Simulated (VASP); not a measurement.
**Au: single point with PBEsol**

Au:

```
Au
1.0
     0.00000   -3.31454    0.00000
    -3.31454    0.00000    0.00000
     0.00000    0.00000   -3.31454
Au
2
Cartesian
  -1.6573 -1.8073 -1.6573
  0.0000 0.1500 0.0000
```

This cell differs from its parent crystal: atoms displaced along a vibrational mode.

```json
{
 "Program": "VASP 6.6.1",
 "Task": "single point",
 "Functional": "PBEsol",
 "Potentials or basis": "VASP PAW PBE potentials, release 64 (Au)",
 "Cutoff": "520 eV",
 "k mesh": "14 × 14 × 14",
 "Occupations": "gaussian, width 0.15 eV",
 "Spin": "no spin polarisation",
 "Dipole correction": "no",
 "Further INCAR settings": "ALGO = Fast; EDIFF = 1e-06; NBANDS = 18"
}
```

```json
{"Pressure": "-4.1 GPa", "Largest force": "1.357 eV/Å", "Band gap on the k mesh": "zero (bands 11 and 12 overlap by 4.82 eV)"}
```

Forces in eV/Å, atoms in the order of the input:
```
Au   0.000  1.357  0.000
Au   0.000 -1.357  0.000
```

Stress tensor (GPa, compression positive):
```
-2.39  0.00  0.00
 0.00 -7.47  0.00
 0.00  0.00 -2.39
```

Levels at points of the mesh, in eV from the Fermi level:
| k point | band 7 | band 8 | band 9 | band 10 | band 11 | band 12 | band 13 | band 14 | band 15 | band 16 |
| --- | --- | --- | --- | --- | --- | --- | --- | --- | --- | --- |
| (0.00, 0.00, 0.00) | -3.09 | -2.62 | -1.94 | -1.94 | -1.54 | 6.22 | 6.22 | 6.80 | 8.80 | 14.78 |
| (0.50, 0.00, 0.00) | -3.85 | -3.85 | -3.80 | -2.35 | -2.28 | -1.31 | 11.49 | 12.16 | 12.16 | 13.08 |
| (0.00, 0.50, 0.00) | -3.36 | -3.36 | -2.66 | -2.66 | -1.87 | -1.87 | 11.17 | 11.17 | 13.26 | 13.26 |
| (0.50, 0.50, 0.00) | -2.58 | -2.58 | -1.35 | -1.35 | -0.44 | -0.44 | 3.18 | 3.18 | 12.41 | 12.41 |
| (0.00, 0.50, 0.50) | -2.63 | -2.63 | -1.75 | -1.75 | -0.39 | -0.39 | 3.27 | 3.27 | 12.96 | 12.96 |
| (0.50, 0.50, 0.50) | -2.60 | -2.60 | -2.58 | -2.58 | 2.76 | 2.76 | 5.66 | 5.66 | 6.98 | 6.98 |

Wall time 92 s on 1 thread of Intel(R) Xeon(R) 6975P-C (Granite Rapids) (shared host), peak memory 0.27 GiB.

Caveat: the cell differs from its parent crystal (atoms displaced along a vibrational mode); the cell stands under tension; the PAW data sets were made with another functional, which shifts forces and pressure a little; spin-orbit coupling is left out, which moves the levels of the heavy elements.
